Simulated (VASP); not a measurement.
A run of VASP 6.6.1 is set up as follows.

INCAR

```
PREC = Accurate
ENCUT = 520
EDIFF = 1E-7
ISMEAR = 0
SIGMA = 0.1
LREAL = False
LASPH = True
NELM = 100
ALGO = Normal
ISIF = 2
LWAVE = False
LCHARG = False
GGA = PE
NBANDS = 17
```

The input KPOINTS:

```
Automatic mesh
0
Gamma
  6 6 4
```

File POSCAR:

```
MgCdSe
1.0
    4.6329249400      0.0000000000      0.0000000000
   -2.3164624700      4.0122306900      0.0000000000
    0.0000000000      0.0000000000      3.7449954900
Mg Cd Se
1 1 1
Direct
    0.0000000000      0.0000000000      0.0000000000
    0.3333333300      0.6666666700      0.5000000000
    0.6666666700      0.3333333300      0.5000000000
```

Potentials or basis: VASP PAW PBE potentials, release 64 (Mg, Cd, Se).

Command:

```bash
$ cat potpaw_PBE.64/Mg/POTCAR potpaw_PBE.64/Cd/POTCAR potpaw_PBE.64/Se/POTCAR > POTCAR
$ mpirun -np 1 vasp_std > vasp.out
```

Question: Predict the pressure.

Answer: 3.1 GPa.

Question: Estimate the band gap on the k mesh.

Answer: Zero (band 10 reaches 4.74 eV, above the bottom of band 11 at 3.10 eV).

Stress tensor (GPa, compression positive):
```
 5.13  0.00  0.00
 0.00  5.13  0.00
 0.00  0.00 -0.91
```

Caveat: the k points lie up to 0.42 Å⁻¹ apart.
